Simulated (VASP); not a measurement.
# Si (a cell with a defect) in VASP: a series of runs, part 2 of 2

VASP 6.6.1.

## (4) Single point, PBEsol

INCAR

```
  PREC = Accurate
  ENCUT = 520
  EDIFF = 1E-7
  ISMEAR = 0
  SIGMA = 0.02
  LREAL = Auto
  LASPH = True
  NELM = 100
  ALGO = Normal
  ISIF = 2
  LWAVE = False
  LCHARG = False
  GGA = PS
  NBANDS = 83
  NELECT = 126.0
```

KPOINTS

```
Automatic mesh
0
Gamma
  2 2 2
  0.5 0.5 0.5
```

POSCAR

```
Si
1.0
   -5.4338342764      5.4338342764     -5.4338342764
    5.4338342764     -5.4338342764     -5.4338342764
   -5.4338342764     -5.4338342764      5.4338342764
Si
31
Direct
    0.4999999746      0.0000000000      0.0353052725
    0.2515355512      1.0000000411      0.4916130791
    1.0000000411      1.0000000411      0.7500000539
    0.7416130664      0.7515356178      0.2499999873
    0.7416130664      1.0000000411      1.0015355131
    0.4999999746      0.7515355258      0.4916129871
    0.2583869748      0.7583869493      0.7599225133
    0.0000000000      0.5000000666      0.2499999873
    1.0099225006      0.7583869493      1.0083869366
    0.7484644899      0.4900775152      0.4984644106
    0.5000000666      0.5000000666      0.7500000539
    0.2515355512      0.2416129998      0.2499999873
    0.2583869748      0.5099225260      0.0083869875
    0.9900775817      0.2484645154      0.4984645026
    0.7484644899      0.2484644233      0.7400775024
    0.5000000666      0.2416130918      0.0015355639
    0.7146947813      0.2146947148      0.4646947941
    0.4999999746      0.2476341625      0.7504450435
    0.2523658121      0.2528108938      0.0023658248
    0.0004450817      0.0000000000      0.4976341497
    0.0004450817      0.2476341625      0.2499999873
    0.7476341370      0.0000000000      0.7504450435
    0.2523658121      0.7523657867      0.5028108811
    0.2853052598      0.0000000000      0.2499999873
   -0.0004450817      0.7471891474      0.7495549722
    0.7528108683      0.7523657867      0.0023658248
    0.4999999746      0.5004450562      0.4976341497
    0.4999999746      0.7853052344      0.2499999873
    0.2471890808      0.4995549849      0.7495549722
   -0.0004450817      0.4995548929     -0.0028109065
    0.7476341370      0.5004450562      0.2499999873
```

Potentials or basis: VASP PAW PBE potentials, release 64 (Si).

Started as:

```
> cat potpaw_PBE.64/Si/POTCAR > POTCAR
> mpirun -np 1 vasp_std > vasp.out
```

OUTCAR:

```text
PREC = Accurate
   ENCUT = 520
   EDIFF = 1E-7
   ISMEAR = 0
   LREAL = Auto
   LASPH = True
   NELM = 100
   ISIF = 2
   GGA = PS
   NELECT = 126.0

 ion  position               nearest neighbor table
   1  0.500  0.000  0.035-   7 2.40  16 2.40   5 2.40
   2  0.252  0.000  0.492-  18 2.37  23 2.37  20 2.38  24 2.40
   3  0.000  0.000  0.750-  19 2.38  25 2.38  22 2.38  20 2.38
   4  0.742  0.752  0.250-  26 2.37  20 2.37  31 2.38  28 2.40
   5  0.742  0.000  0.002-  21 2.37  26 2.37  22 2.38   1 2.40
   6  0.500  0.752  0.492-  23 2.37  22 2.37  27 2.38  28 2.40
   7  0.258  0.758  0.760-  29 2.37  25 2.37  23 2.38   1 2.40
[... 417 lines left out ...]
  in kB       20.7933020     20.7933020     20.7933020      0.0000000      0.0000000      0.0000000
  external PRESSURE =      20.7933020 kB  Pullay stress =       0.0000000 kB

 VOLUME and BASIS-vectors are now :
 -----------------------------------------------------------------------------
  energy-cutoff  :      520.00
  volume of cell :      641.77
      direct lattice vectors                 reciprocal lattice vectors
    -5.433834276  5.433834276 -5.433834276    -0.092016056  0.000000000 -0.092016056
     5.433834276 -5.433834276 -5.433834276     0.000000000 -0.092016056 -0.092016056
    -5.433834276 -5.433834276  5.433834276    -0.092016056 -0.092016056  0.000000000

 POSITION                                       TOTAL-FORCE (eV/Angst)
 -----------------------------------------------------------------------------------
     -2.90876      2.52507     -2.52507        -0.004234     -0.004234      0.004234
     -4.03815     -1.30454      1.30454        -0.000381     -0.001550      0.001550
     -4.07538     -4.07538      4.07538         0.000000     -0.000000      0.000000
     -1.30454     -1.41238     -6.75506        -0.001550      0.001550     -0.000381
     -4.03815      4.02146     -4.02146        -0.000381      0.001550     -0.001550
     -1.30454     -4.03815     -4.12929        -0.001550     -0.000381      0.001550
[... 23 lines left out ...]
     -8.13548     -2.70164     -2.72735        -0.001292     -0.001292      0.003565
     -2.70164     -0.01527     -5.42340        -0.001292      0.001292     -0.003565
 -----------------------------------------------------------------------------------
    total drift:                               -0.000540      0.000767      0.000140

  FREE ENERGIE OF THE ION-ELECTRON SYSTEM (eV)
  ---------------------------------------------------
  free  energy   TOTEN  =      -162.9252752561 eV

  energy  without entropy=     -162.9146749785  energy(sigma->0) =     -162.91997512
```

stdout:

```text
POSCAR found type information on POSCAR Si
 POSCAR found :  1 types and      31 ions
 scaLAPACK will be used
 -----------------------------------------------------------------------------
|                                                                             |
|                                                                             |
|     You enforced a specific xc type in the INCAR file but a different       |
|     I HOPE YOU KNOW WHAT YOU ARE DOING!                                     |
|                                                                             |
 -----------------------------------------------------------------------------

 LDA part: xc-table for (Slater+PW92), standard interpolation
 POSCAR, INCAR and KPOINTS ok, starting setup
 FFT: planning ... GRIDC
 FFT: planning ... GRID_SOFT
 FFT: planning ... GRID
 WAVECAR not read
 entering main loop
 the old and the new charge density differ
 old charge density:   124.00000 new  126.00000
    0.185E+01
```

Run time: 2.4 min. Hardware: 1 thread of Intel Xeon Platinum 8488C (Sapphire Rapids), shared host; peak memory 0.64 GiB.

What came out:

- Free energy: -162.9253 eV
- Largest force: 0.007 eV/Å

Forces in eV/Å, atoms in the order of the input:
```
Si  -0.004 -0.004  0.004
Si   0.000 -0.002  0.002
Si   0.000  0.000  0.000
Si  -0.002  0.002  0.000
Si   0.000  0.002 -0.002
Si  -0.002  0.000  0.002
Si   0.002  0.002  0.000
Si   0.000  0.000  0.000
Si   0.002  0.000  0.002
Si   0.000 -0.002 -0.002
Si   0.000  0.000  0.000
Si   0.002 -0.002  0.000
Si   0.000  0.002  0.002
Si  -0.002  0.000 -0.002
Si  -0.002 -0.002  0.000
Si   0.002  0.000 -0.002
Si   0.004  0.004  0.004
Si   0.001 -0.004 -0.001
Si   0.004  0.001  0.001
Si  -0.004 -0.001  0.001
Si   0.001 -0.001 -0.004
Si  -0.004  0.001 -0.001
Si   0.001  0.001  0.004
Si  -0.004  0.004 -0.004
Si   0.004 -0.001 -0.001
Si   0.001  0.004  0.001
Si  -0.001 -0.004  0.001
Si   0.004 -0.004 -0.004
Si  -0.001  0.004 -0.001
Si  -0.001 -0.001  0.004
Si  -0.001  0.001 -0.004
```

Caveat: the k points lie up to 0.41 Å⁻¹ apart; the cell carries a net charge on a neutralising background, which shifts energy and pressure; the cell is charged against a uniform background, so pressure and absolute levels hang on convention; the PAW data sets were made with another functional, which shifts forces and pressure a little.
